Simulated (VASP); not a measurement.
Ni, 1 atom in the cell. Symmetry: Im-3m, No. 229, cubic system. Conventional cell: a = 2.394 Å, b = 2.394 Å, c = 2.394 Å, α = 90.00°, β = 90.00°, γ = 90.00°. Ni (site symmetry m-3m) has 14 Ni at 2.07 to 2.39 Å within 2.7 Å.  This cell differs from its parent crystal: volume scaled by 0.68.

* Program: VASP 6.6.1
* Task: single point
* Functional: LDA
* Potentials or basis: VASP PAW LDA potentials, release 64 (Ni)
* Cutoff: 520 eV
* k mesh: 22 × 22 × 22
* Occupations: fermi-dirac, width 0.1 eV
* Spin: collinear spin, ferromagnetic start
* Starting moments: [1.0] μB
* Dipole correction: no
* Further INCAR settings: ALGO = Normal; EDIFF = 1e-07; NBANDS = 15

Potentials or basis: VASP PAW LDA potentials, release 64 (Ni).

The run is started by

```bash
$ cat potpaw_LDA.64/Ni/POTCAR > POTCAR
$ mpirun -np 1 vasp_std > vasp.out
```

Hardware: 1 thread of Intel(R) Xeon(R) Platinum 8488C (Sapphire Rapids), with other jobs on the host.

Task: Estimate the wall time of this run.

Result: Run time: 33 s on 1 thread of Intel(R) Xeon(R) Platinum 8488C (Sapphire Rapids) (shared host), peak memory 0.15 GiB. Counts: scf iterations 14, k points 328.
